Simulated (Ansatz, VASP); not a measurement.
## TiC in VASP and in Ansatz

```
Ti C
1.0
     0.00000    2.13039    2.13039
     2.13039    0.00000    2.13039
     2.13039    2.13039    0.00000
Ti C
1 1
Cartesian
  0.0000 0.0000 0.0000
  2.1304 2.1304 2.1304
```

Alike in both runs: functional LDA; k mesh 16 × 16 × 16; occupations gaussian, width 0.1 eV; no spin polarisation.

Ansatz relaxed the structure, and its values are those at the end. VASP's run is a single point on that final structure, the one shown.

```csv
,VASP,Ansatz
version,VASP 6.6.1,Ansatz 0.2.0
potentials or method,"VASP PAW LDA potentials, release 64 (Ti_sv, C), cutoff 600 eV","scalar-relativistic, plane waves, PAW"
valence electrons in the cell,16,16
```

```csv
,VASP,Ansatz,Ansatz less VASP
gap on the k mesh at the Fermi level (eV),none,none,-
pressure (GPa),0.6,0.0,-0.59
```

Ansatz warns that its potentials were made for another functional, while VASP's fit it. LDA's correlation is that of Perdew and Zunger in VASP and of Perdew and Wang (1992) in Ansatz. A gap of «none» marks a metal or a gap that the smearing closes.
